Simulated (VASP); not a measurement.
Ta5N:

```
Ta N
1.0
     3.06922    0.00000    0.00000
    -1.53461    2.65802    0.00000
     0.00000    0.00000   11.97975
Ta N
5 1
Direct
  0.66667 0.33333 0.89437
  0.33333 0.66667 0.10563
  0.66667 0.33333 0.30618
  0.33333 0.66667 0.69382
  0.00000 0.00000 0.50000
  0.00000 0.00000 0.00000
```

| Property | Result |
| --- | --- |
| Program | VASP 6.6.1 |
| Task | relaxation of cell and atoms |
| Functional | PBE |
| Potentials or basis | VASP PAW PBE potentials, release 64 (Ta_pv, N) |
| Cutoff | 600 eV |
| k mesh | 12 × 12 × 4 |
| Occupations | gaussian, width 0.1 eV |
| Spin | no spin polarisation |

At the start: pressure 0.4 GPa; volume 16.29 Å³/atom.

**Question.** How do energy, volume and symmetry change on relaxing?

**Answer.** Over 9 steps the energy falls by 3.0 meV/atom and the volume is 16.30 Å³/atom (+0.1 %); space group P-3m1 (No. 164, to 0.1 Å) before and after.

Step by step:
```csv
step,energy change (eV),largest force (eV/Å),pressure (GPa),volume (Å³)
1,0.0000,0.2925,0.38,97.73
2,-0.0143,0.1052,-1.16,98.28
3,-0.0143,0.1044,-1.17,98.28
4,-0.0102,0.0695,2.22,96.86
5,-0.0172,0.0804,0.13,97.72
6,-0.0180,0.0377,0.06,97.78
7,-0.0182,0.0173,-0.02,97.85
8,-0.0182,0.0183,-0.02,97.85
9,-0.0183,0.0057,0.03,97.83
```

Final structure:
```xyz
6
Lattice="3.0519 0.0000 0.0000 -1.5259 2.6430 0.0000 0.0000 0.0000 12.1284" Properties=species:S:1:pos:R:3 pbc="T T T"
Ta    1.5259    0.8810   10.8443
Ta    0.0000    1.7620    1.2841
Ta    1.5259    0.8810    3.6860
Ta    0.0000    1.7620    8.4424
Ta   -1.5259    2.6430    6.0642
N     0.0000    0.0000    0.0000
```
